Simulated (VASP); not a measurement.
# Be (Pm-3m) in VASP: a series of runs

Be is run at these levels: RPBE; tasks: single point, relaxation of cell and atoms.

Everything below comes from runs of VASP 6.6.1. Logs are shortened: lines on timing, memory, paths and dates and some standing lists are left out, and cuts for length are marked.

### Step 1. The cell of the first run

The structure is cubic, space group Pm-3m (No. 221). Conventional cell: a = 2.192 Å, b = 2.192 Å, c = 2.192 Å, α = 90.00°, β = 90.00°, γ = 90.00°. Be (site symmetry m-3m) has 6 Be at 2.19 Å within 2.9 Å.

This isn't the form of Be at room conditions, which is hcp.

### Step 2. Single point, RPBE

The input, INCAR:

```
SYSTEM = Be
  PREC = Accurate
  ENCUT = 600
  EDIFF = 1E-6
  ISMEAR = -1
  SIGMA = 0.1
  LREAL = .False.
  LASPH = .True.
  NELM = 120
  ALGO = Normal
  ISIF = 2
  LWAVE = .False.
  LCHARG = .False.
  GGA = RP
  NBANDS = 7
  GGA_COMPAT = .False.
```

The input, KPOINTS:

```
Automatic mesh
0
Gamma
  15 15 15
  0 0 0
```

The input, POSCAR:

```
Be
1.0
    2.1915002847      0.0000000000      0.0000000000
    0.0000000000      2.1915002847      0.0000000000
    0.0000000000      0.0000000000      2.1915002847
Be
1
Direct
    0.0000000000      0.0000000000      0.0000000000
```

Potentials or basis: VASP PAW PBE potentials, release 64 (Be).

Run with:

```bash
$ cat potpaw_PBE.64/Be/POTCAR > POTCAR
$ mpirun -np 1 vasp_std > vasp.out
```

OUTCAR:

```text
SYSTEM = Be
   PREC = Accurate
   ENCUT = 600
   EDIFF = 1E-6
   ISMEAR = -1
   LREAL = .False.
   LASPH = .True.
   NELM = 120
   ISIF = 2
   GGA = RP

 ion  position               nearest neighbor table
   1  0.000  0.000  0.000-

  LATTYP: Found a simple cubic cell.
 ALAT       =     2.1915002847

  Lattice vectors:

 A1 = (   2.1915002847,   0.0000000000,   0.0000000000)
 A2 = (   0.0000000000,   2.1915002847,   0.0000000000)
 A3 = (   0.0000000000,   0.0000000000,   2.1915002847)

Analysis of symmetry for initial positions (statically):
=====================================================================
 Subroutine PRICEL returns:
 Original cell was already a primitive cell.

 Routine SETGRP: Setting up the symmetry group for a
 simple cubic supercell.

 Subroutine GETGRP returns: Found 48 space group operations
 (whereof 48 operations were pure point group operations)
 out of a pool of 48 trial point group operations.

The static configuration has the point symmetry O_h .

Analysis of symmetry for dynamics (positions and initial velocities):
=====================================================================
 Subroutine PRICEL returns:
 Original cell was already a primitive cell.

 Routine SETGRP: Setting up the symmetry group for a
 simple cubic supercell.

 Subroutine GETGRP returns: Found 48 space group operations
 (whereof 48 operations were pure point group operations)
 out of a pool of 48 trial point group operations.

The dynamic configuration has the point symmetry O_h .

 Subroutine INISYM returns: Found 48 space group operations
 (whereof 48 operations are pure point group operations),
 and found     1 'primitive' translations

----------------------------------------------------------------------------------------

                                     Primitive cell

  volume of cell :      10.5251

  direct lattice vectors                    reciprocal lattice vectors
     2.191500285  0.000000000  0.000000000     0.456308405  0.000000000  0.000000000
     0.000000000  2.191500285  0.000000000     0.000000000  0.456308405  0.000000000
     0.000000000  0.000000000  2.191500285     0.000000000  0.000000000  0.456308405

  length of vectors
     2.191500285  2.191500285  2.191500285     0.456308405  0.456308405  0.456308405

  position of ions in fractional coordinates (direct lattice)
     0.000000000  0.000000000  0.000000000

  ion indices of the primitive-cell ions
   primitive index   ion index
[... 73 lines left out ...]
   EDIFF  = 0.1E-05   stopping-criterion for ELM
   LREAL  =      F    real-space projection
   EDIFFG = 0.1E-04   stopping-criterion for IOM
   NSW    =      0    number of steps for IOM
   IBRION =     -1    ionic relax: 0-MD 1-quasi-New 2-CG
   NFREE  =      0    steps in history (QN), initial steepest desc. (CG)
   ISIF   =      2    stress and relaxation
   ISYM   =      2    0-nonsym 1-usesym 2-fastsym
   POTIM  = 0.5000    time-step for ionic-motion
   TEBEG  =    0.0;   TEEND  =   0.0 temperature during run
   PSTRESS=    0.0 pullay stress
   NELECT =       2.0000    total number of electrons
   NUPDOWN=      -1.0000    fix difference up-down
   EMIN   =  10.00;   EMAX   =-10.00  energy-range for DOS
   EFERMI =   0.00;   METHOD = LEGACY
   ISMEAR =    -1;   SIGMA  =   0.10  broadening in eV -4-tet -1-fermi 0-gaus
   EFERMI_NEDOS =   21; number of points for ismear=-14 and -15
   IALGO  =     38    algorithm
   IMIX   =      4    mixing-type and parameters
     AMIX     =   0.40;   BMIX     =  1.00
     AMIX_MAG =   1.60;   BMIX_MAG =  1.00
  volume/ion in A,a.u.               =      10.53        71.03
  Fermi-wavevector in a.u.,A,eV,Ry     =   0.941189  1.778588 12.052529  0.885836
  Thomas-Fermi vector in A             =   2.068675
   LORBIT       =      0    0 simple, 1 ext, 2 COOP (PROOUT), +10 PAW based schemes
   GGA     = RP    functional components
   LHFCALC =     F    Hartree Fock is set to
   AEXX    =    0.0000 exact exchange contribution
   IVDW    =     0    specifies the selected vdW correction
   LEPSILON=     F    determine dielectric tensor
   LRPA    =     F    only Hartree local field effects (RPA)
 non-spin polarized calculation
  energy-cutoff  :      600.00
  volume of cell :       10.53
 maximum number of plane-waves:       365
 NGX is ok and might be reduce to    18
   NGX =  9   NGY =  9   NGZ =  9

 number of electron       2.0000000 magnetization

 Free energy of the ion-electron system (eV)
  ---------------------------------------------------
  ext. energy  EPLUGINS =         0.00000000
  ---------------------------------------------------
  free energy    TOTEN  =        -2.54435733 eV

  energy without entropy =       -2.53118675  energy(sigma->0) =       -2.53777204

 E-fermi :   4.7056     XC(G=0):  -9.6840

 val. band max:        4.6852768915   @ k =   0.4000   0.0667   0.0000
 cond. band min:       4.7678137338   @ k =   0.4000   0.0667   0.0667
 fundamental gap:      0.0825368423
 Fermi energy:         4.7056099743

 k-point     1 :       0.0000    0.0000    0.0000
  band No.  band energies     occupation
      1      -4.9031      2.00000
      2      18.0914      0.00000
      3      18.0914      0.00000
      4      18.0914      0.00000
      5      23.5175      0.00000
      6      23.5175      0.00000
      7      32.0724      0.00000
[... 221 lines left out ...]
 k-point    24 :       0.3333    0.2000    0.0000
  band No.  band energies     occupation
      1      -1.2004      2.00000
      2       7.1766      0.00000
      3      15.1043      0.00000
      4      21.3515      0.00000
      5      24.0383      0.00000
      6      31.2709      0.00000
      7      36.4462      0.00000

 [... further k-points ...]

------------------------ aborting loop because EDIFF is reached ----------------------------------------

  FORCE on cell =-STRESS in cart. coord.  units (eV):
  Direction    XX          YY          ZZ          XY          YZ          ZX
  --------------------------------------------------------------------------------------
  -------------------------------------------------------------------------------------
  Total       -0.0012052     -0.0012052     -0.0012052      0.0000000      0.0000000     -0.0000000
  in kB       -0.1834676     -0.1834676     -0.1834676      0.0000000      0.0000000     -0.0000000
  external PRESSURE =      -0.1834676 kB  Pullay stress =       0.0000000 kB

 VOLUME and BASIS-vectors are now :
 -----------------------------------------------------------------------------
  energy-cutoff  :      600.00
  volume of cell :       10.53
      direct lattice vectors                 reciprocal lattice vectors
     2.191500285  0.000000000  0.000000000     0.456308405  0.000000000  0.000000000
     0.000000000  2.191500285  0.000000000     0.000000000  0.456308405  0.000000000
     0.000000000  0.000000000  2.191500285     0.000000000  0.000000000  0.456308405

 POSITION                                       TOTAL-FORCE (eV/Angst)
 -----------------------------------------------------------------------------------
      0.00000      0.00000      0.00000         0.000000      0.000000      0.000000
 -----------------------------------------------------------------------------------
    total drift:                               -0.000000     -0.000000     -0.000000

  FREE ENERGIE OF THE ION-ELECTRON SYSTEM (eV)
  ---------------------------------------------------
  free  energy   TOTEN  =        -2.5443573344 eV

  energy  without entropy=       -2.5311867469  energy(sigma->0) =       -2.53777204
```

OSZICAR:

```text
N       E                     dE             d eps       ncg     rms          rms(c)
DAV:   1    -0.125639470320E+01   -0.12564E+01   -0.10446E+03  1757   0.249E+02
DAV:   2    -0.255578115949E+01   -0.12994E+01   -0.12442E+01  2373   0.248E+01
DAV:   3    -0.255916784833E+01   -0.33867E-02   -0.33848E-02  1953   0.114E+00
DAV:   4    -0.255916873829E+01   -0.88995E-06   -0.88962E-06  2394   0.184E-02
DAV:   5    -0.255916873837E+01   -0.83300E-10   -0.46225E-09  1953   0.194E-04    0.534E-01
DAV:   6    -0.254856225559E+01    0.10606E-01   -0.13891E-03  1855   0.358E-01    0.327E-01
DAV:   7    -0.254435691907E+01    0.42053E-02   -0.12334E-03  1778   0.358E-01    0.176E-02
DAV:   8    -0.254435733441E+01   -0.41534E-06   -0.36093E-06  2170   0.970E-03
   1 F= -.25443573E+01 E0= -.25377720E+01  d E =-.131706E-01
```

stdout:

```text
POSCAR found type information on POSCAR Be
 POSCAR found :  1 types and       1 ions
 scaLAPACK will be used
 -----------------------------------------------------------------------------
|                                                                             |
|                                                                             |
|     You enforced a specific xc type in the INCAR file but a different       |
|     I HOPE YOU KNOW WHAT YOU ARE DOING!                                     |
|                                                                             |
 -----------------------------------------------------------------------------

 LDA part: xc-table for (Slater+PW92), standard interpolation
 POSCAR, INCAR and KPOINTS ok, starting setup
 FFT: planning ... GRIDC
 FFT: planning ... GRID_SOFT
 FFT: planning ... GRID
 WAVECAR not read
 entering main loop
```

Run time: 6.1 s. Hardware: 1 thread of AMD EPYC 7R43 (Zen 3), shared host; peak memory 0.08 GiB.

Results:

| Property | Result |
| --- | --- |
| Free energy | -2.5444 eV |
| Pressure | 0.0 GPa |
| Band gap on the k mesh | zero (bands 1 and 2 overlap by 6.43 eV) |

Levels at points of the mesh, in eV from the Fermi level:
```csv
k point,band 1,band 2,band 3,band 4
"(0.00, 0.00, 0.00)",-9.61,13.39,13.39,13.39
```

Caveat: the PAW data sets were made with another functional, which shifts forces and pressure a little.

### Step 3. Relaxation of cell and atoms, RPBE

This run uses another cell than the first one, of 8.76 Å³/atom.

The input, INCAR:

```
SYSTEM = Be
  PREC = Accurate
  ENCUT = 600
  EDIFF = 1E-7
  ISMEAR = -1
  SIGMA = 0.1
  LREAL = .FALSE.
  LASPH = .TRUE.
  NELM = 120
  ALGO = Normal
  ISIF = 3
  LWAVE = .FALSE.
  LCHARG = .FALSE.
  GGA = RP
  IBRION = 2
  NSW = 80
  EDIFFG = -0.01
  GGA_COMPAT = .FALSE.
  NELMIN = 4
```

The input, KPOINTS:

```
Automatic mesh
0
G
  15 15 15
  0 0 0
```

The input, POSCAR:

```
Be
1.0
    2.0615590750      0.0000000000      0.0000000000
    0.0000000000      2.0615590750      0.0000000000
    0.0000000000      0.0000000000      2.0615590750
Be
1
Direct
    0.0000000000      0.0000000000      0.0000000000
```

Potentials or basis: VASP PAW PBE potentials, release 64 (Be).

Run with:

```bash
$ cat potpaw_PBE.64/Be/POTCAR > POTCAR
$ mpirun -np 1 vasp_std > vasp.out
```

OUTCAR:

```text
SYSTEM = Be
   PREC = Accurate
   ENCUT = 600
   EDIFF = 1E-7
   ISMEAR = -1
   LREAL = .FALSE.
   LASPH = .TRUE.
   NELM = 120
   ISIF = 3
   GGA = RP
   IBRION = 2
   NSW = 80
   EDIFFG = -0.01
   NELMIN = 4

 ion  position               nearest neighbor table
   1  0.000  0.000  0.000-

  LATTYP: Found a simple cubic cell.
 ALAT       =     2.0615590750

  Lattice vectors:

 A1 = (   2.0615590750,   0.0000000000,   0.0000000000)
 A2 = (   0.0000000000,   2.0615590750,   0.0000000000)
 A3 = (   0.0000000000,   0.0000000000,   2.0615590750)

Analysis of symmetry for initial positions (statically):
=====================================================================
 Subroutine PRICEL returns:
 Original cell was already a primitive cell.

 Routine SETGRP: Setting up the symmetry group for a
 simple cubic supercell.

 Subroutine GETGRP returns: Found 48 space group operations
 (whereof 48 operations were pure point group operations)
 out of a pool of 48 trial point group operations.

The static configuration has the point symmetry O_h .

Analysis of symmetry for dynamics (positions and initial velocities):
=====================================================================
 Subroutine PRICEL returns:
 Original cell was already a primitive cell.
[... 134 lines left out ...]
   IVDW    =     0    specifies the selected vdW correction
   LEPSILON=     F    determine dielectric tensor
   LRPA    =     F    only Hartree local field effects (RPA)
 conjugate gradient relaxation of ions
 non-spin polarized calculation
  energy-cutoff  :      600.00
  volume of cell :        8.76
 maximum number of plane-waves:       300
   NGX =  9   NGY =  9   NGZ =  9

--------------------------------------- Ionic step        1  -------------------------------------------

 number of electron       2.0000000 magnetization

 Free energy of the ion-electron system (eV)
  ---------------------------------------------------
  ext. energy  EPLUGINS =         0.00000000
  ---------------------------------------------------
  free energy    TOTEN  =        -2.45789637 eV

  energy without entropy =       -2.44618962  energy(sigma->0) =       -2.45204300

 E-fermi :   6.2139     XC(G=0): -10.2612

 val. band max:        6.1822769352   @ k =   0.4667   0.2000   0.2000
 cond. band min:       6.2509420191   @ k =   0.4667   0.2667   0.1333
 fundamental gap:      0.0686650839
 Fermi energy:         6.2139420829

 k-point     1 :       0.0000    0.0000    0.0000
  band No.  band energies     occupation
      1      -4.5255      2.00000
      2      21.3964      0.00000
      3      21.3964      0.00000
      4      21.3964      0.00000
      5      27.0398      0.00000
[... 288 lines left out ...]
--------------------------------------- Ionic step        4  -------------------------------------------

 number of electron       2.0000000 magnetization

 Free energy of the ion-electron system (eV)
  ---------------------------------------------------
  ext. energy  EPLUGINS =         0.00000000
  ---------------------------------------------------
  free energy    TOTEN  =        -2.54434312 eV

  energy without entropy =       -2.53117087  energy(sigma->0) =       -2.53775699

 E-fermi :   4.7032     XC(G=0):  -9.6835

 val. band max:        4.6827094572   @ k =   0.4000   0.0667   0.0000
 cond. band min:       4.7652438252   @ k =   0.4000   0.0667   0.0667
 fundamental gap:      0.0825343680
 Fermi energy:         4.7031747835

 k-point     1 :       0.0000    0.0000    0.0000
  band No.  band energies     occupation
      1      -4.9040      2.00000
      2      18.0867      0.00000
      3      18.0867      0.00000
      4      18.0867      0.00000
      5      23.5131      0.00000
[... 212 lines left out ...]
  FREE ENERGIE OF THE ION-ELECTRON SYSTEM (eV)
  ---------------------------------------------------
  free  energy   TOTEN  =        -2.5443431217 eV

  energy  without entropy=       -2.5311708661  energy(sigma->0) =       -2.53775699

 reached required accuracy - stopping structural energy minimisation
```

OSZICAR:

```text
N       E                     dE             d eps       ncg     rms          rms(c)
DAV:   1    -0.921326200945E+00   -0.92133E+00   -0.11332E+03  1240   0.360E+02
DAV:   2    -0.247275789285E+01   -0.15514E+01   -0.14539E+01  1655   0.367E+01
DAV:   3    -0.248170761436E+01   -0.89497E-02   -0.89063E-02  1430   0.233E+00
[... 24 lines left out ...]
       N       E                     dE             d eps       ncg     rms          rms(c)
DAV:   1    -0.254434497012E+01   -0.16500E-03   -0.10481E-03  1360   0.280E-01    0.138E-02
DAV:   2    -0.254434316134E+01    0.18088E-05   -0.14680E-06  1390   0.121E-02    0.862E-03
DAV:   3    -0.254434312386E+01    0.37477E-07   -0.90673E-07  1325   0.992E-03    0.221E-04
DAV:   4    -0.254434312169E+01    0.21703E-08   -0.20310E-09   735   0.384E-04
   4 F= -.25443431E+01 E0= -.25377570E+01  d E =-.864468E-01
```

Run time: 9.6 s. Hardware: 1 thread of AMD EPYC 7R43 (Zen 3), shared host; peak memory 0.08 GiB.

Results:

| Item | Value |
| --- | --- |
| Free energy | -2.5443 eV |
| Relaxed volume | 10.53 Å³/atom |
| Relaxed cell | a = 2.192 Å, b = 2.192 Å, c = 2.192 Å, α = 90.00°, β = 90.00°, γ = 90.00° |
| Space group after relaxing (to 0.1 Å) | Pm-3m (No. 221) |
| Energy gained by relaxing | 86.4 meV/atom |
| Ionic steps | 4 |
| Pressure after relaxing | 0.0 GPa |
| Band gap on the k mesh | zero (bands 1 and 2 overlap by 6.43 eV) |

The path:
| step | energy change (eV) | largest force (eV/Å) | pressure (GPa) | volume (Å³) |
| --- | --- | --- | --- | --- |
| 1 | 0.0000 | 0.0000 | 17.95 | 8.76 |
| 2 | -0.0817 | 0.0000 | 3.47 | 10.07 |
| 3 | -0.0863 | 0.0000 | -0.59 | 10.61 |
| 4 | -0.0864 | 0.0000 | -0.02 | 10.53 |

Final structure:
```
CELL_PARAMETERS angstrom
2.19166 0.00000 0.00000
0.00000 2.19166 0.00000
0.00000 0.00000 2.19166
ATOMIC_POSITIONS crystal
Be 0.00000 0.00000 0.00000
```

Caveat: the volume moved by over 15 % at a fixed basis, so the end points are rough; the PAW data sets were made with another functional, which shifts forces and pressure a little.

The gap in the log of VASP goes by the Fermi energy; the results here count the filled bands.